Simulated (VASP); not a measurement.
Wanted: the native input for a VASP 6.6.1 run.

| Item | Value |
| --- | --- |
| Task | single point |
| Functional | PBE |
| Potentials or basis | VASP PAW PBE potentials, release 64 (Ba_sv, Ti_sv, O_h) |
| Cutoff | 1340 eV |
| k mesh | 8 × 8 × 8 |
| Occupations | gaussian, width 0.02 eV |
| Spin | no spin polarisation |
| Dipole correction | no |
| Further INCAR settings | ALGO = Normal; EDIFF = 1e-06; NBANDS = 28 |

The structure of BaTiO3 lies in POSCAR:

```
BaTiO3
1.0
    3.9854497891      0.0000000000      0.0000000000
    0.0000000000      3.9854497891      0.0000000000
    0.0000000000      0.0000000000      4.2004826453
Ba Ti O
1 1 3
Direct
    0.5000000000      0.5000000000      0.5912757133
    0.0000000000      0.0000000000      0.1084227178
    0.0000000000      0.5000000000      0.0602445512
    0.5000000000      0.0000000000      0.0602445512
    0.0000000000      0.0000000000      0.5398094565
```

The input as run:

INCAR

```
PREC = Accurate ; ENCUT = 1340
EDIFF = 1E-6 ; ISMEAR = 0
SIGMA = 0.02 ; LREAL = False
LASPH = True ; NELM = 120
ALGO = Normal ; ISIF = 2
LWAVE = False ; LCHARG = True
GGA = PE ; LELF = True
LVHAR = True ; NBANDS = 28
GGA_COMPAT = False
```

KPOINTS

```
regular mesh
0
Gamma
  8 8 8
```

Potentials or basis: VASP PAW PBE potentials, release 64 (Ba_sv, Ti_sv, O_h).

Run with:

```console
$ cat potpaw_PBE.64/Ba_sv/POTCAR potpaw_PBE.64/Ti_sv/POTCAR potpaw_PBE.64/O_h/POTCAR > POTCAR
$ mpirun -np 1 vasp_std > vasp.out
```

Results of the run:

```yaml
Pressure: 1.4 GPa
Largest_force: 0.051 eV/Å
Band_gap_on_the_k_mesh: 1.79 eV (least direct gap 2.36 eV)
```

Caveat: spin-orbit coupling is left out, which moves the levels of the heavy elements.

Wall time 5.6 min on 1 thread of AMD EPYC 9R45 96-Core Processor (Zen 5), with other jobs on the host, peak memory 0.71 GiB.
